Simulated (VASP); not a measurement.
Input of a VASP 6.6.1 run:

File INCAR:

```
SYSTEM = HfN
ALGO = Normal ; EDIFF = 1E-7
EDIFFG = -0.01 ; ENCUT = 600
GGA = PE ; GGA_COMPAT = .FALSE.
IBRION = 2 ; ISIF = 4
ISMEAR = 0 ; LASPH = .TRUE.
LCHARG = .FALSE. ; LREAL = .FALSE.
LWAVE = .FALSE. ; NELM = 120
NELMIN = 4 ; NSW = 60
PREC = Accurate ; SIGMA = 0.05
```

Contents of KPOINTS:

```
k-points
0
G
  14 14 12
  0 0 0
```

The input POSCAR:

```
HfN
1.0
    3.0782156019      0.0000000000      0.0000000000
   -1.5391078009      2.6658129096      0.0000000000
    0.0000000000      0.0000000000      2.8934507849
Hf N
1 1
Direct
    0.0000000000      0.0000000000      0.0000000000
    0.6666666667      0.3333333333      0.5000000000
```

Potentials or basis: VASP PAW PBE potentials, release 64 (Hf_pv, N).

Command:

```bash
$ cat potpaw_PBE.64/Hf_pv/POTCAR potpaw_PBE.64/N/POTCAR > POTCAR
$ mpirun -np 1 vasp_std > vasp.out
```

Q: What does it give for the band gap on the k mesh?

A: Zero (an odd number of electrons rules out a gap without spin polarisation).

Stress tensor (GPa, compression positive):
```
2.88 0.00 0.00
0.00 2.88 0.00
0.00 0.00 2.72
```

Caveat: spin-orbit coupling is left out, which moves the levels of the heavy elements.
